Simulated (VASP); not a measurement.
Set up this calculation in VASP 6.6.1, as the native input.

```
Task                   : single point
Functional             : PBE
Potentials or basis    : VASP PAW PBE potentials, release 64 (Mg, Cd, Se)
Cutoff                 : 600 eV
k mesh                 : 2 × 2 × 2
Occupations            : gaussian, width 0.15 eV
Spin                   : no spin polarisation
Dipole correction      : no
Further INCAR settings : ALGO = Normal; EDIFF = 1e-06; NBANDS = 41
```

The structure of MgCd3Se4 lies in POSCAR:

```
MgCd3Se4
1.0
    2.9333958260      1.6935968679      5.8466103599
   -2.9333958260      1.6935968679      5.8466103599
    0.0000000000     -3.3871937415      5.8466103582
Mg Cd Se
1 3 4
Direct
    0.5000000000      0.5000000000      0.5000000000
    0.0000000000      0.0000000000      0.5000000000
    0.5000000000      0.0000000000      0.0000000000
    0.0000000000      0.5000000000      0.0000000000
    0.5000000000      0.5000000000      0.0000000000
    0.0000000000      0.5000000000      0.5000000000
    0.5000000000      0.0000000000      0.5000000000
    0.0000000000      0.0000000000      0.0000000000
```

These files were run (other wordings do the same):

INCAR

```
SYSTEM = MgCd3Se4
PREC = Accurate
ENCUT = 600
EDIFF = 1E-6
ISMEAR = 0
SIGMA = 0.15
LREAL = .FALSE.
LASPH = .TRUE.
NELM = 120
ALGO = Normal
ISIF = 2
LWAVE = .FALSE.
LCHARG = .TRUE.
GGA = PE
LELF = .TRUE.
LVHAR = .TRUE.
NBANDS = 41
GGA_COMPAT = .FALSE.
```

KPOINTS

```
Automatic mesh
0
G
  2 2 2
  0 0 0
```

Potentials or basis: VASP PAW PBE potentials, release 64 (Mg, Cd, Se).

Launch:

```bash
$ cat potpaw_PBE.64/Mg/POTCAR potpaw_PBE.64/Cd/POTCAR potpaw_PBE.64/Se/POTCAR > POTCAR
$ mpirun -np 1 vasp_std > vasp.out
```

It gave:

The pressure is 0.0 GPa. The band gap on the k mesh is zero (band 31 reaches 4.59 eV, above the bottom of band 32 at 2.75 eV).

Caveat: the k points lie up to 0.64 Å⁻¹ apart.

Run time: 32 s on 1 thread of Intel(R) Xeon(R) 6975P-C (Granite Rapids), with other jobs on the host, peak memory 0.39 GiB.
